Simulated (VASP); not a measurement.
# K (I4_1/amd) in VASP: relaxation of shape and atoms at fixed volume with PBE

Aim: the relaxation of shape and atoms at fixed volume of K with PBE.

Everything below comes from runs of VASP 6.6.1. Logs are shortened: lines on timing, memory, paths and dates and some standing lists are left out, and cuts for length are marked.

## (1) The cell of the first run

Symmetry: I4_1/amd, No. 141, tetragonal system. Conventional cell: a = 7.847 Å, b = 7.847 Å, c = 4.239 Å, α = 90.00°, β = 90.00°, γ = 90.00°. Within 5.3 Å of K (site symmetry -4m2) lie 10 K at 4.06 to 5.05 Å.

## (2) Relaxation of shape and atoms at fixed volume, PBE

The input, INCAR:

```
PREC = Accurate
ENCUT = 600
EDIFF = 1E-6
ISMEAR = -1
SIGMA = 0.05
LREAL = False
LASPH = True
NELM = 60
ALGO = Normal
ISIF = 4
LWAVE = False
LCHARG = False
GGA = PE
IBRION = 2
NSW = 50
EDIFFG = -0.005
```

The input, KPOINTS:

```
Automatic mesh
0
Gamma
  10 10 10
```

The input, POSCAR:

```
K
1.0
   -3.9236568417      3.9236568417      2.1192672919
    3.9236568417     -3.9236568417      2.1192672919
    3.9236568417      3.9236568417     -2.1192672919
K
2
Direct
   -0.3750000000     -0.1250000000     -0.2500000000
    0.3750000000      0.1250000000      0.2500000000
```

Potentials or basis: VASP PAW PBE potentials, release 64 (K_sv).

On the command line:

```sh
> cat potpaw_PBE.64/K_sv/POTCAR > POTCAR
> mpirun -np 1 vasp_std > vasp.out
```

OUTCAR:

```text
PREC = Accurate
   ENCUT = 600
   EDIFF = 1E-6
   ISMEAR = -1
   LREAL = False
   LASPH = True
   NELM = 60
   ISIF = 4
   GGA = PE
   IBRION = 2
   NSW = 50
   EDIFFG = -0.005

 ion  position               nearest neighbor table
   1  0.625  0.875  0.750-
   2  0.375  0.125  0.250-

  LATTYP: Found a body centered tetragonal cell.
 ALAT       =     7.8473136834
 C/A-ratio  =     0.5401255455

  Lattice vectors:

 A1 = (  -3.9236568417,   3.9236568417,   2.1192672919)
 A2 = (   3.9236568417,  -3.9236568417,   2.1192672919)
 A3 = (   3.9236568417,   3.9236568417,  -2.1192672919)

Analysis of symmetry for initial positions (statically):
=====================================================================
 Subroutine PRICEL returns:
 Original cell was already a primitive cell.

 Routine SETGRP: Setting up the symmetry group for a
 body centered tetragonal supercell.

 Subroutine GETGRP returns: Found 16 space group operations
 (whereof  4 operations were pure point group operations)
 out of a pool of 16 trial point group operations.

The static configuration has the point symmetry C_2h.
 The point group associated with its full space group is D_4h.

Analysis of symmetry for dynamics (positions and initial velocities):
=====================================================================
 Subroutine PRICEL returns:
 Original cell was already a primitive cell.

 Routine SETGRP: Setting up the symmetry group for a
 body centered tetragonal supercell.

 Subroutine GETGRP returns: Found 16 space group operations
 (whereof  4 operations were pure point group operations)
 out of a pool of 16 trial point group operations.

The dynamic configuration has the point symmetry C_2h.
 The point group associated with its full space group is D_4h.

 Subroutine INISYM returns: Found 16 space group operations
 (whereof  4 operations are pure point group operations),
 and found     1 'primitive' translations

----------------------------------------------------------------------------------------

                                     Primitive cell

  volume of cell :     130.5052

  direct lattice vectors                    reciprocal lattice vectors
    -3.923656842  3.923656842  2.119267292     0.000000000  0.127432143  0.235930598
     3.923656842 -3.923656842  2.119267292     0.127432143  0.000000000  0.235930598
     3.923656842  3.923656842 -2.119267292     0.127432143  0.127432143  0.000000000

  length of vectors
     5.939819852  5.939819852  5.939819852     0.268145853  0.268145853  0.180216265

  position of ions in fractional coordinates (direct lattice)
     0.625000000  0.875000000  0.750000000
     0.375000000  0.125000000  0.250000000

  ion indices of the primitive-cell ions
   primitive index   ion index
                 1           1
                 2           2

----------------------------------------------------------------------------------------

 KPOINTS: Automatic mesh

Automatic generation of k-mesh.
 Grid dimensions read from file:
 generate k-points for:   10   10   10

 Generating k-lattice:

  Cartesian coordinates                     Fractional coordinates (reciprocal lattice)
     0.000000000  0.012743214  0.023593060     0.100000000  0.000000000  0.000000000
     0.012743214  0.000000000  0.023593060     0.000000000  0.100000000  0.000000000
     0.012743214  0.012743214  0.000000000     0.000000000  0.000000000  0.100000000

  Length of vectors
     0.026814585  0.026814585  0.018021627

  Shift w.r.t. Gamma in fractional coordinates (k-lattice)
     0.000000000  0.000000000  0.000000000

 Subroutine IBZKPT returns following result:
 ===========================================

 Found    102 irreducible k-points:

 Following reciprocal coordinates:
            Coordinates               Weight
  0.000000  0.000000  0.000000      1.000000
  0.100000  0.000000 -0.000000      8.000000
  0.200000  0.000000 -0.000000      8.000000
  0.300000  0.000000  0.000000      8.000000
  0.400000  0.000000 -0.000000      8.000000
  0.500000 -0.000000  0.000000      4.000000
[... 16 lines left out ...]
  0.300000  0.300000 -0.000000      8.000000
  0.400000  0.300000 -0.000000     16.000000
 [... further k-points ...]
   k-points           NKPTS =    102   k-points in BZ     NKDIM =    102   number of bands    NBANDS=     13
   number of dos      NEDOS =    301   number of ions     NIONS =      2
   total plane-waves  NPLWV = 110592
   dimension x,y,z NGX =    48 NGY =   48 NGZ =   48
   dimension x,y,z NGXF=    96 NGYF=   96 NGZF=   96
   ions per type =               2
   NGX,Y,Z   is equivalent  to a cutoff of  13.43, 13.43, 13.43 a.u.
   NGXF,Y,Z  is equivalent  to a cutoff of  26.87, 26.87, 26.87 a.u.
 SYSTEM =  unknown system
   PREC   = accura    normal or accurate (medium, high low for compatibility)
   ISTART =      0    job   : 0-new  1-cont  2-samecut
   ICHARG =      2    charge: 1-file 2-atom 10-const
   ISPIN  =      1    spin polarized calculation?
   LNONCOLLINEAR =      F non collinear calculations
   LSORBIT =      F    spin-orbit coupling
   LASPH  =      T    aspherical Exc in radial PAW
   ENCUT  =  600.0 eV  44.10 Ry    6.64 a.u.  11.86 11.86 11.86*2*pi/ulx,y,z
   NELM   =     60;   NELMIN=  2; NELMDL= -5     # of ELM steps
   EDIFF  = 0.1E-05   stopping-criterion for ELM
   LREAL  =      F    real-space projection
   EDIFFG = -.5E-02   stopping-criterion for IOM
   NSW    =     50    number of steps for IOM
   IBRION =      2    ionic relax: 0-MD 1-quasi-New 2-CG
   NFREE  =      1    steps in history (QN), initial steepest desc. (CG)
   ISIF   =      4    stress and relaxation
   ISYM   =      2    0-nonsym 1-usesym 2-fastsym
   POTIM  = 0.5000    time-step for ionic-motion
   TEBEG  =    0.0;   TEEND  =   0.0 temperature during run
   PSTRESS=    0.0 pullay stress
   NELECT =      18.0000    total number of electrons
   NUPDOWN=      -1.0000    fix difference up-down
   EMIN   =  10.00;   EMAX   =-10.00  energy-range for DOS
   EFERMI =   0.00;   METHOD = LEGACY
   ISMEAR =    -1;   SIGMA  =   0.05  broadening in eV -4-tet -1-fermi 0-gaus
   EFERMI_NEDOS =   21; number of points for ismear=-14 and -15
   IALGO  =     38    algorithm
   IMIX   =      4    mixing-type and parameters
     AMIX     =   0.40;   BMIX     =  1.00
     AMIX_MAG =   1.60;   BMIX_MAG =  1.00
  volume/ion in A,a.u.               =      65.25       440.35
  Fermi-wavevector in a.u.,A,eV,Ry     =   0.845843  1.598411  9.734293  0.715450
  Thomas-Fermi vector in A             =   1.961096
   LORBIT       =      0    0 simple, 1 ext, 2 COOP (PROOUT), +10 PAW based schemes
   GGA     = PE    functional components
   LHFCALC =     F    Hartree Fock is set to
   AEXX    =    0.0000 exact exchange contribution
   IVDW    =     0    specifies the selected vdW correction
   LEPSILON=     F    determine dielectric tensor
   LRPA    =     F    only Hartree local field effects (RPA)
 conjugate gradient relaxation of ions
 non-spin polarized calculation
  energy-cutoff  :      600.00
  volume of cell :      130.51
 maximum number of plane-waves:      4388
   NGX = 23   NGY = 23   NGZ = 23

--------------------------------------- Ionic step        1  -------------------------------------------

 number of electron      18.0000002 magnetization

 Free energy of the ion-electron system (eV)
  ---------------------------------------------------
  ext. energy  EPLUGINS =         0.00000000
  ---------------------------------------------------
  free energy    TOTEN  =        -1.92824085 eV

  energy without entropy =       -1.91421706  energy(sigma->0) =       -1.92122896

------------------------ aborting loop because EDIFF is reached ----------------------------------------

  FORCE on cell =-STRESS in cart. coord.  units (eV):
  Direction    XX          YY          ZZ          XY          YZ          ZX
  --------------------------------------------------------------------------------------
  -------------------------------------------------------------------------------------
  Total        0.5397731      0.5397731      0.5683563     -0.0000000     -0.0000000      0.0000000
  in kB        6.6266503      6.6266503      6.9775591     -0.0000000     -0.0000000      0.0000000
  external PRESSURE =       6.7436199 kB  Pullay stress =       0.0000000 kB
[... 57 lines left out ...]
  energy  without entropy=       -1.9142248273  energy(sigma->0) =       -1.92123860

--------------------------------------- Ionic step        3  -------------------------------------------

 number of electron      18.0000002 magnetization

 Free energy of the ion-electron system (eV)
  ---------------------------------------------------
  ext. energy  EPLUGINS =         0.00000000
  ---------------------------------------------------
  free energy    TOTEN  =        -1.92827644 eV

  energy without entropy =       -1.91423961  energy(sigma->0) =       -1.92125803

 E-fermi :   0.1898     XC(G=0):  -5.9455

 val. band max:        0.1793109971   @ k =   0.4000   0.3000   0.1000
 cond. band min:       0.1991036130   @ k =  -0.3000   0.4000   0.1000
 fundamental gap:      0.0197926159
 Fermi energy:         0.1897970313

 k-point     1 :       0.0000    0.0000    0.0000
  band No.  band energies     occupation
      1     -32.0216      2.00000
      2     -32.0032      2.00000
      3     -15.5665      2.00000
      4     -15.5665      2.00000
      5     -15.4498      2.00000
      6     -15.4481      2.00000
      7     -15.4432      2.00000
      8     -15.4432      2.00000
      9      -2.1503      2.00000
     10       1.3039      0.00000
     11       2.4983      0.00000
     12       2.9860      0.00000
     13       2.9860      0.00000
[... 353 lines left out ...]
 k-point    24 :       0.4000    0.3000   -0.0000
  band No.  band energies     occupation
      1     -32.0110      2.00000
      2     -32.0071      2.00000
      3     -15.5532      2.00000
      4     -15.5338      2.00000
      5     -15.5201      2.00000
      6     -15.4962      2.00000
      7     -15.4695      2.00000
      8     -15.4534      2.00000
      9      -0.1763      1.99868
     10       0.2681      0.34536
     11       1.9609      0.00000
     12       2.5441      0.00000
     13       3.1757      0.00000

 [... further k-points ...]

------------------------ aborting loop because EDIFF is reached ----------------------------------------

  FORCE on cell =-STRESS in cart. coord.  units (eV):
  Direction    XX          YY          ZZ          XY          YZ          ZX
  --------------------------------------------------------------------------------------
  -------------------------------------------------------------------------------------
  Total        0.5464533      0.5464533      0.5602683      0.0000000      0.0000000      0.0000000
  in kB        6.7086616      6.7086616      6.8782649      0.0000000      0.0000000      0.0000000
  external PRESSURE =       6.7651960 kB  Pullay stress =       0.0000000 kB
[... 17 lines left out ...]
  FREE ENERGIE OF THE ION-ELECTRON SYSTEM (eV)
  ---------------------------------------------------
  free  energy   TOTEN  =        -1.9282764415 eV

  energy  without entropy=       -1.9142396133  energy(sigma->0) =       -1.92125803

 reached required accuracy - stopping structural energy minimisation
```

It took 2 min on 1 thread of Intel Xeon 6975P-C (Granite Rapids), shared host; peak memory 0.45 GiB.

Results:

| Quantity | Value |
| --- | --- |
| Free energy | -1.9283 eV |
| Energy gained by relaxing | 0.0 meV/atom |
| Ionic steps | 3 |
| Pressure after relaxing | 0.7 GPa |
| Band gap on the k mesh | zero (bands 9 and 10 overlap by 1.70 eV) |

Final structure:
```
K
1.0
    -3.92005    3.92005    2.12317
     3.92005   -3.92005    2.12317
     3.92005    3.92005   -2.12317
K
2
Direct
  0.62500 0.87500 0.75000
  0.37500 0.12500 0.25000
```
